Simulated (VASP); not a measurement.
Here is a VASP 6.6.1 calculation.

INCAR

```
SYSTEM = CsI
PREC = Accurate ; ENCUT = 500
EDIFF = 1E-8 ; ISMEAR = 0
SIGMA = 0.01 ; LREAL = .FALSE.
LASPH = .TRUE. ; NELM = 120
ALGO = Normal ; ISIF = 3
LWAVE = .FALSE. ; LCHARG = .TRUE.
GGA = PS ; NBANDS = 15
IBRION = 6 ; NFREE = 2
POTIM = 0.015 ; NSW = 1
GGA_COMPAT = .FALSE.
```

Contents of KPOINTS:

```
regular mesh
0
G
  6 6 6
  0 0 0
```

Contents of POSCAR:

```
CsI
1.0
    4.2311867957      0.0000000000      0.0000000000
    0.0000000000      4.2311867957      0.0000000000
    0.0000000000      0.0000000000      4.2311867957
Cs I
1 1
Direct
    0.0000000000      0.0000000000      0.0000000000
    0.5000000000      0.5000000000      0.5000000000
```

Potentials or basis: VASP PAW PBE potentials, release 64 (Cs_sv, I).

The run is started by

```sh
$ cat potpaw_PBE.64/Cs_sv/POTCAR potpaw_PBE.64/I/POTCAR > POTCAR
$ mpirun -np 1 vasp_std > vasp.out
```

(1) What does it give for the elastic constants C11, C12, C44?

(2) Predict the Voigt bulk modulus.

(3) Estimate the highest phonon frequency at Γ, LO-TO splitting left out.

## Answers

(1) 42, 21, 22 GPa.

(2) 28 GPa.

(3) 94 cm⁻¹.

Caveat: the cell is under stress, which shifts elastic constants; the PAW data sets were made with another functional, which shifts forces and pressure a little.
